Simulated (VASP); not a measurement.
A run of VASP 6.6.1 is set up as follows.

INCAR

```
PREC     = Accurate       # precision mode
ENCUT    = 520            # plane-wave cutoff, eV
EDIFF    = 1E-7           # SCF threshold, eV
ISMEAR   = 0              # smearing method
SIGMA    = 0.05           # smearing width, eV
LREAL    = F              # projectors in reciprocal space
LASPH    = T              # aspherical terms in the spheres
NELM     = 60             # most SCF steps
ALGO     = Normal         # electronic algorithm
ISIF     = 2              # what is computed and relaxed
LWAVE    = F              # write WAVECAR
LCHARG   = F              # write CHGCAR
GGA      = B5             # functional
ALDAX    = 1.0          
AGGAX    = 1.0          
AGGAC    = 1.0          
ALDAC    = 0.0          
NBANDS   = 17             # bands
```

File KPOINTS:

```
regular mesh
0
Gamma
  8 8 8
```

File POSCAR:

```
PbS
1.0
    0.0000000000      2.9650006778      2.9650006778
    2.9650006778      0.0000000000      2.9650006778
    2.9650006778      2.9650006778      0.0000000000
Pb S
1 1
Direct
    0.5000000000      0.5000000000      0.5000000000
    0.0000000000      0.0000000000      0.0000000000
```

Potentials or basis: VASP PAW PBE potentials, release 64 (Pb_d, S).

Command:

```sh
$ cat potpaw_PBE.64/Pb_d/POTCAR potpaw_PBE.64/S/POTCAR > POTCAR
$ mpirun -np 1 vasp_std > vasp.out
```

Q: Predict the pressure.

A: 6.0 GPa.

Q: What does it give for the band gap on the k mesh?

A: 0.48 eV, direct.

Caveat: the PAW data sets were made with another functional, which shifts forces and pressure a little; spin-orbit coupling is left out, which moves the levels of the heavy elements. A k mesh can miss the band edges.
